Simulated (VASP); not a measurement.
Wanted: the native input for a VASP 6.6.1 run.

* Task: single point
* Functional: r2SCAN
* Potentials or basis: VASP PAW PBE potentials, release 64 (Sn_d, Se)
* Cutoff: 520 eV
* k mesh: 6 × 6 × 6
* Occupations: fermi-dirac, width 0.02 eV
* Spin: no spin polarisation
* Dipole correction: no
* Further INCAR settings: ALGO = Normal; EDIFF = 1e-07; NBANDS = 17

The system is SnSe.

```
Sn Se
1.0
     0.00000    3.39157    3.39157
     3.39157    0.00000    3.39157
     3.39157    3.39157    0.00000
Sn Se
1 1
Direct
  0.00000 0.00000 0.00000
  0.25000 0.25000 0.25000
```

This cell differs from its parent crystal: strain +0.8%.

The input as run:

POSCAR

```
SnSe
1.0
    0.0000000000      3.3915689676      3.3915689676
    3.3915689676      0.0000000000      3.3915689676
    3.3915689676      3.3915689676      0.0000000000
Sn Se
1 1
Direct
    0.0000000000      0.0000000000      0.0000000000
    0.2500000000      0.2500000000      0.2500000000
```

INCAR.step1

```
  PREC = Accurate
  ENCUT = 520
  ISMEAR = -1
  SIGMA = 0.02
  LREAL = F
  LASPH = T
  NELM = 100
  NBANDS = 17
  GGA = PE
  ALGO = Normal
  EDIFF = 1E-4
  LWAVE = T
  LCHARG = F
```

INCAR.step2

```
  PREC = Accurate
  ENCUT = 520
  EDIFF = 1E-7
  ISMEAR = -1
  SIGMA = 0.02
  LREAL = F
  LASPH = T
  NELM = 100
  ALGO = Normal
  ISIF = 2
  LWAVE = F
  LCHARG = T
  METAGGA = R2SCAN
  LMIXTAU = T
  LELF = T
  LVHAR = T
  NBANDS = 17
  ISTART = 1
```

KPOINTS

```
Automatic mesh
0
Gamma
  6 6 6
```

Potentials or basis: VASP PAW PBE potentials, release 64 (Sn_d, Se).

Run with:

```bash
$ cat potpaw_PBE.64/Sn_d/POTCAR potpaw_PBE.64/Se/POTCAR > POTCAR
$ cp INCAR.step1 INCAR
$ mpirun -np 1 vasp_std > vasp.out
$ cp INCAR.step2 INCAR
$ mpirun -np 1 vasp_std > vasp.out
```

Results of the run:

```
Pressure               : -0.8 GPa
Band gap on the k mesh : 0.30 eV, indirect (least direct gap 0.78 eV)
```

Caveat: the cell differs from its parent crystal (strain +0.8%); the PAW data sets were made with another functional, which shifts forces and pressure a little; spin-orbit coupling is left out, which moves the levels of the heavy elements.

Run time: 110 s on 1 thread of AMD EPYC 7R13 Processor (Zen 3), on a shared host, peak memory 0.19 GiB.
